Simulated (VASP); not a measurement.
Pd, 2 atoms in the cell. Symmetry: Fm-3m, No. 225, cubic system. The conventional cell has a = 3.944 Å, b = 3.944 Å, c = 3.944 Å, α = 90.00°, β = 90.00°, γ = 90.00°. Within 3.7 Å of Pd (site symmetry m-3m) lie 12 Pd at 2.79 Å. 

- Program: VASP 6.6.1
- Task: single point
- Functional: PBE
- Potentials or basis: VASP PAW PBE potentials, release 64 (Pd)
- Cutoff: 520 eV
- k mesh: 12 × 12 × 8
- Occupations: fermi-dirac, width 0.05 eV
- Spin: no spin polarisation
- Dipole correction: no
- Further INCAR settings: ALGO = Normal; EDIFF = 1e-06; NBANDS = 17

Potentials or basis: VASP PAW PBE potentials, release 64 (Pd).

Command:

```bash
$ cat potpaw_PBE.64/Pd/POTCAR > POTCAR
$ mpirun -np 1 vasp_std > vasp.out
```

Hardware: 1 thread of Intel(R) Xeon(R) 6975P-C (Granite Rapids), with other jobs on the host.

Estimate the wall time of this run.

Run time: 16 s on 1 thread of Intel(R) Xeon(R) 6975P-C (Granite Rapids), with other jobs on the host, peak memory 0.18 GiB. Counts: scf iterations 11, k points 140.
